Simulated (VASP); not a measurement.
Ti8HO16 (a cell with a defect), 25 atoms in the cell. The cell holds a defect, 25 atoms: a = 6.500 Å, b = 6.500 Å, c = 7.486 Å, α = 115.73°, β = 115.73°, γ = 90.00°. 

| Property | Result |
| --- | --- |
| Program | VASP 6.6.1 |
| Task | single point |
| Functional | r2SCAN |
| Potentials or basis | VASP PAW PBE potentials, release 64 (Ti_sv, O, H) |
| Cutoff | 520 eV |
| k mesh | 2 × 2 × 2 |
| Occupations | gaussian, width 0.02 eV |
| Spin | no spin polarisation |
| Dipole correction | no |
| Charge | 1 |
| Further INCAR settings | LREAL = Auto; ALGO = Normal; EDIFF = 1e-06; NBANDS = 114; NELECT = 192.0 |

Potentials or basis: VASP PAW PBE potentials, release 64 (Ti_sv, O, H).

Command:

```bash
$ cat potpaw_PBE.64/Ti_sv/POTCAR potpaw_PBE.64/O/POTCAR potpaw_PBE.64/H/POTCAR > POTCAR
$ cp INCAR.step1 INCAR
$ mpirun -np 1 vasp_std > vasp.out
$ cp INCAR.step2 INCAR
$ mpirun -np 1 vasp_std > vasp.out
```

Hardware: 1 thread of Intel(R) Xeon(R) Platinum 8488C (Sapphire Rapids), on a shared host.

How long does it take, and how much memory?

Wall time 20 min on 1 thread of Intel(R) Xeon(R) Platinum 8488C (Sapphire Rapids), with other jobs on the host, peak memory 0.45 GiB. Counts: k points 8.
